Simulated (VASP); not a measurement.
# ZnSe: single point with PBE

The system is ZnSe.

```xyz
4
Lattice="4.1618 0.0000 0.0000 0.0000 4.1618 0.0000 0.0000 0.0000 6.1502" Properties=species:S:1:pos:R:3 pbc="T T T"
Se    2.0809    0.0000    4.6356
Se    0.0000    2.0809    1.5147
Zn    2.0809    2.0809    0.0000
Zn    0.0000    0.0000    0.0000
```

| Item | Value |
| --- | --- |
| Program | VASP 6.6.1 |
| Task | single point |
| Functional | PBE |
| Potentials or basis | VASP PAW PBE potentials, release 64 (Se, Zn) |
| Cutoff | 520 eV |
| k mesh | 7 × 7 × 5 |
| Occupations | fermi-dirac, width 0.05 eV |
| Spin | no spin polarisation |

- Pressure: -1.8 GPa
- Largest force: 0.405 eV/Å
- Band gap on the k mesh: 1.88 eV

Forces in eV/Å, atoms in the order of the input:
```
Se   0.000  0.000  0.405
Se   0.000  0.000 -0.405
Zn   0.000  0.000  0.000
Zn   0.000  0.000  0.000
```

Stress tensor (GPa, compression positive):
```
-1.89  0.00  0.00
 0.00 -1.89  0.00
 0.00  0.00 -1.69
```

Levels at points of the mesh, in eV from the valence-band top:
```
           k point  band 14  band 15  band 16  band 17  band 18  band 19  band 20  band 21  band 22  band 23
(0.00, 0.00, 0.00)    -1.99    -1.99    -0.01     0.00     0.00     1.88     1.90     3.12     5.78     5.83
```

Run time: 69 s on 1 thread of Intel Xeon 8259CL, with other jobs on the host, peak memory 0.25 GiB.

Caveat: an odd mesh through Γ misses points on the zone boundary, where band edges can lie.
